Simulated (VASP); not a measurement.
# DyC3 (P-1) in VASP: single point with PBE

Aim: the single point of DyC3 with PBE.

Everything below comes from runs of VASP 6.6.1. Logs are shortened: lines on timing, memory, paths and dates and some standing lists are left out, and cuts for length are marked.

## Step 1: The cell of the first run

The typed cell holds 8 atoms: a = 3.474 Å, b = 3.810 Å, c = 7.492 Å, α = 76.78°, β = 76.63°, γ = 87.41°.

## Step 2: Single point, PBE

Input file INCAR:

```
  PREC = Accurate
  ENCUT = 600
  EDIFF = 1E-6
  ISMEAR = 0
  SIGMA = 0.1
  LREAL = False
  LASPH = True
  NELM = 200
  ALGO = Normal
  ISIF = 2
  LWAVE = False
  LCHARG = True
  GGA = PE
  LELF = True
  LVHAR = True
  NBANDS = 31
  GGA_COMPAT = False
  LMAXMIX = 6
```

Input file KPOINTS:

```
Automatic mesh
0
Gamma
  10 8 6
```

Input file POSCAR:

```
DyC3
1.0
    3.4743533843      0.0021872564      0.0097242817
    0.1695547389      3.8061052062      0.0076376468
    1.7117426476      1.6247415615      7.1101662337
Dy C
2 6
Direct
    0.4722105751      0.6350442263      0.7712070734
    0.5277894249      0.3649557737      0.2287929266
    0.9969501838      0.1286974867      0.7354163456
    0.0030498162      0.8713025133      0.2645836544
    0.9558849705      0.1468029831      0.9278212180
    0.9285594274      0.5859307774      0.4253177232
    0.0441150295      0.8531970169      0.0721787820
    0.0714405726      0.4140692226      0.5746822768
```

Potentials or basis: VASP PAW PBE potentials, release 64 (Dy_3, C), 4f in core.

Command:

```console
$ cat potpaw_PBE.64/Dy_3/POTCAR potpaw_PBE.64/C/POTCAR > POTCAR
$ mpirun -np 1 vasp_std > vasp.out
```

OUTCAR:

```text
PREC = Accurate
   ENCUT = 600
   EDIFF = 1E-6
   ISMEAR = 0
   LREAL = False
   LASPH = True
   NELM = 200
   ISIF = 2
   GGA = PE

 ion  position               nearest neighbor table
   1  0.472  0.635  0.771-   3 2.46   8 2.49   5 2.53   8 2.54   3 2.60   3 2.61   7 2.68   3 2.69
                             5 2.70   6 2.75   5 2.86   2 3.39
   2  0.528  0.365  0.229-   4 2.46   6 2.49   7 2.53   6 2.54   4 2.60   4 2.61   5 2.68   4 2.69
                             7 2.70   8 2.75   7 2.86   1 3.39
   3  0.997  0.129  0.735-   8 1.41   5 1.43   1 2.46   1 2.60   1 2.61   1 2.69
   4  0.003  0.871  0.265-   6 1.41   7 1.43   2 2.46   2 2.60   2 2.61   2 2.69
   5  0.956  0.147  0.928-   3 1.43   7 1.44   1 2.53   2 2.68   1 2.70   1 2.86
   6  0.929  0.586  0.425-   8 1.35   4 1.41   2 2.49   2 2.54   1 2.75
   7  0.044  0.853  0.072-   4 1.43   5 1.44   2 2.53   1 2.68   2 2.70   2 2.86
   8  0.071  0.414  0.575-   6 1.35   3 1.41   1 2.49   1 2.54   2 2.75

  LATTYP: Found a triclinic cell.
 ALAT       =     5.2708120179
 B/A-ratio  =     2.0526766986
 C/A-ratio  =     3.6195081860
 COS(alpha) =     0.0013418013
 COS(beta)  =     0.6518500293
 COS(gamma) =     0.7542924507

  Lattice vectors:

 A1 = (  -3.6439081232,  -3.8082924626,  -0.0173619285)
 A2 = (  -5.5760735988,  -5.9918433637,   7.0754423767)
 A3 = ( -10.5417468027,  -7.0599628420, -14.2474186776)

Analysis of symmetry for initial positions (statically):
=====================================================================
 Subroutine PRICEL returns:
 Original cell was already a primitive cell.

 Routine SETGRP: Setting up the symmetry group for a
 triclinic supercell.

 Subroutine GETGRP returns: Found  2 space group operations
 (whereof  2 operations were pure point group operations)
 out of a pool of  2 trial point group operations.

The static configuration has the point symmetry S_2 .

Analysis of symmetry for dynamics (positions and initial velocities):
=====================================================================
 Subroutine PRICEL returns:
 Original cell was already a primitive cell.

 Routine SETGRP: Setting up the symmetry group for a
 triclinic supercell.

 Subroutine GETGRP returns: Found  2 space group operations
 (whereof  2 operations were pure point group operations)
 out of a pool of  2 trial point group operations.

The dynamic configuration has the point symmetry S_2 .

 Subroutine INISYM returns: Found  2 space group operations
[... 113 lines left out ...]
   IBRION =     -1    ionic relax: 0-MD 1-quasi-New 2-CG
   NFREE  =      0    steps in history (QN), initial steepest desc. (CG)
   ISIF   =      2    stress and relaxation
   ISYM   =      2    0-nonsym 1-usesym 2-fastsym
   POTIM  = 0.5000    time-step for ionic-motion
   TEBEG  =    0.0;   TEEND  =   0.0 temperature during run
   PSTRESS=    0.0 pullay stress
   NELECT =      42.0000    total number of electrons
   NUPDOWN=      -1.0000    fix difference up-down
   EMIN   =  10.00;   EMAX   =-10.00  energy-range for DOS
   EFERMI =   0.00;   METHOD = LEGACY
   ISMEAR =     0;   SIGMA  =   0.10  broadening in eV -4-tet -1-fermi 0-gaus
   EFERMI_NEDOS =   21; number of points for ismear=-14 and -15
   IALGO  =     38    algorithm
   IMIX   =      4    mixing-type and parameters
     AMIX     =   0.40;   BMIX     =  1.00
     AMIX_MAG =   1.60;   BMIX_MAG =  1.00
  volume/ion in A,a.u.               =      11.74        79.22
  Fermi-wavevector in a.u.,A,eV,Ry     =   1.251921  2.365788 21.324502  1.567307
  Thomas-Fermi vector in A             =   2.385846
   LORBIT       =      0    0 simple, 1 ext, 2 COOP (PROOUT), +10 PAW based schemes
   GGA     = PE    functional components
   LHFCALC =     F    Hartree Fock is set to
   AEXX    =    0.0000 exact exchange contribution
   IVDW    =     0    specifies the selected vdW correction
   LEPSILON=     F    determine dielectric tensor
   LRPA    =     F    only Hartree local field effects (RPA)
 non-spin polarized calculation
 Gauss-broadening in eV      SIGMA  =   0.10
  energy-cutoff  :      600.00
  volume of cell :       93.92
 maximum number of plane-waves:      3161
   NGX = 13   NGY = 15   NGZ = 29

 number of electron      42.0000001 magnetization

 Free energy of the ion-electron system (eV)
  ---------------------------------------------------
  ext. energy  EPLUGINS =         0.00000000
  ---------------------------------------------------
  free energy    TOTEN  =       -63.38723657 eV

  energy without entropy =      -63.37998578  energy(sigma->0) =      -63.38361118

 E-fermi :   5.7254     XC(G=0): -11.1776

 val. band max:        5.7231576040   @ k =   0.4000   0.1250   0.0000
 cond. band min:       5.7283226059   @ k =  -0.4000   0.2500   0.0000
 fundamental gap:      0.0051650019
 Fermi energy:         5.7254296273

 k-point     1 :       0.0000    0.0000    0.0000
  band No.  band energies     occupation
      1     -17.9149      2.00000
      2     -17.7440      2.00000
      3     -17.7010      2.00000
      4     -17.5411      2.00000
      5     -17.4827      2.00000
      6     -17.4331      2.00000
[... 805 lines left out ...]
     30      10.8971      0.00000
     31      11.6151      0.00000

 [... further k-points ...]

------------------------ aborting loop because EDIFF is reached ----------------------------------------

  FORCE on cell =-STRESS in cart. coord.  units (eV):
  Direction    XX          YY          ZZ          XY          YZ          ZX
  --------------------------------------------------------------------------------------
  -------------------------------------------------------------------------------------
  Total        0.1351520      0.1184310      0.2108026     -0.0395003     -0.0693924      0.0442927
  in kB        2.3056342      2.0203803      3.5962000     -0.6738578     -1.1838034      0.7556142
  external PRESSURE =       2.6407382 kB  Pullay stress =       0.0000000 kB

 VOLUME and BASIS-vectors are now :
 -----------------------------------------------------------------------------
  energy-cutoff  :      600.00
  volume of cell :       93.92
      direct lattice vectors                 reciprocal lattice vectors
     3.474353384  0.002187256  0.009724282     0.288017285 -0.012697303 -0.066437495
     0.169554739  3.806105206  0.007637647     0.000002637  0.262856190 -0.060065810
     1.711742648  1.624741562  7.110166234    -0.000393912 -0.000264991  0.140799074

 POSITION                                       TOTAL-FORCE (eV/Angst)
 -----------------------------------------------------------------------------------
      3.06841      3.67109      5.49285         0.012395      0.012228      0.007123
      2.28724      1.76194      1.63468        -0.012395     -0.012228     -0.007123
      4.74442      1.68688      5.23961        -0.009466     -0.006392     -0.020582
      0.61123      3.74616      1.88792         0.009466      0.006392      0.020582
      4.93416      2.06831      6.60738        -0.019917      0.013455      0.016181
      4.05353      2.92318      3.03758        -0.012934      0.016050      0.018380
      0.42149      3.36473      0.52015         0.019917     -0.013455     -0.016181
      1.30213      2.50986      4.08994         0.012934     -0.016050     -0.018380
 -----------------------------------------------------------------------------------
    total drift:                               -0.000000     -0.000000     -0.000000

  FREE ENERGIE OF THE ION-ELECTRON SYSTEM (eV)
  ---------------------------------------------------
  free  energy   TOTEN  =       -63.3872365711 eV

  energy  without entropy=      -63.3799857848  energy(sigma->0) =      -63.38361118
```

OSZICAR:

```text
N       E                     dE             d eps       ncg     rms          rms(c)
DAV:   1     0.287921660086E+03    0.28792E+03   -0.20392E+04 15136   0.143E+03
DAV:   2    -0.262227385285E+02   -0.31414E+03   -0.30251E+03 15295   0.410E+02
DAV:   3    -0.671292951866E+02   -0.40907E+02   -0.39411E+02 22392   0.101E+02
DAV:   4    -0.690434016869E+02   -0.19141E+01   -0.18994E+01 20546   0.227E+01
DAV:   5    -0.691070460423E+02   -0.63644E-01   -0.63574E-01 21599   0.430E+00    0.327E+01
DAV:   6    -0.635176271272E+02    0.55894E+01   -0.14257E+01 21696   0.172E+01    0.239E+01
DAV:   7    -0.634310638557E+02    0.86563E-01   -0.28630E+00 22961   0.794E+00    0.109E+01
DAV:   8    -0.634039301135E+02    0.27134E-01   -0.77492E-01 21825   0.463E+00    0.133E+00
DAV:   9    -0.633878611561E+02    0.16069E-01   -0.10471E-01 20017   0.192E+00    0.599E-01
DAV:  10    -0.633872991490E+02    0.56201E-03   -0.21962E-02 21646   0.740E-01    0.272E-01
DAV:  11    -0.633871557118E+02    0.14344E-03   -0.27893E-03 20627   0.303E-01    0.132E-01
DAV:  12    -0.633872320173E+02   -0.76305E-04   -0.53167E-04 18793   0.118E-01    0.367E-02
DAV:  13    -0.633872360847E+02   -0.40675E-05   -0.66213E-05 21336   0.527E-02    0.244E-02
DAV:  14    -0.633872365660E+02   -0.48127E-06   -0.14321E-05 20566   0.208E-02    0.530E-03
DAV:  15    -0.633872365711E+02   -0.50672E-08   -0.13155E-06 13335   0.722E-03
   1 F= -.63387237E+02 E0= -.63383611E+02  d E =-.725079E-02
```

stdout:

```text
POSCAR found type information on POSCAR DyC
 POSCAR found :  2 types and       8 ions
 scaLAPACK will be used
 LDA part: xc-table for (Slater+PW92), standard interpolation
 POSCAR, INCAR and KPOINTS ok, starting setup
 FFT: planning ... GRIDC
 FFT: planning ... GRID_SOFT
 FFT: planning ... GRID
 WAVECAR not read
 entering main loop
```

It took 6.7 min on 1 thread of Intel Xeon 6975P-C (Granite Rapids), shared host; peak memory 0.73 GiB.

Results:

| Item | Value |
| --- | --- |
| Free energy | -63.3872 eV |
| Pressure | 0.3 GPa |
| Largest force | 0.029 eV/Å |
| Band gap on the k mesh | zero (bands 21 and 22 overlap by 2.24 eV) |

Forces on the atoms (eV/Å):
```
Dy   0.012  0.012  0.007
Dy  -0.012 -0.012 -0.007
C   -0.009 -0.006 -0.021
C    0.009  0.006  0.021
C   -0.020  0.013  0.016
C   -0.013  0.016  0.018
C    0.020 -0.013 -0.016
C    0.013 -0.016 -0.018
```

Stress tensor (GPa, compression positive):
```
 0.23 -0.07  0.08
-0.07  0.20 -0.12
 0.08 -0.12  0.36
```

Caveat: spin-orbit coupling is left out, which moves the levels of the heavy elements; the 4f electrons are frozen in the core, so they carry no moment and show no levels. Spin polarisation is off, so any magnetic state and its effect on volume and gap are missing.
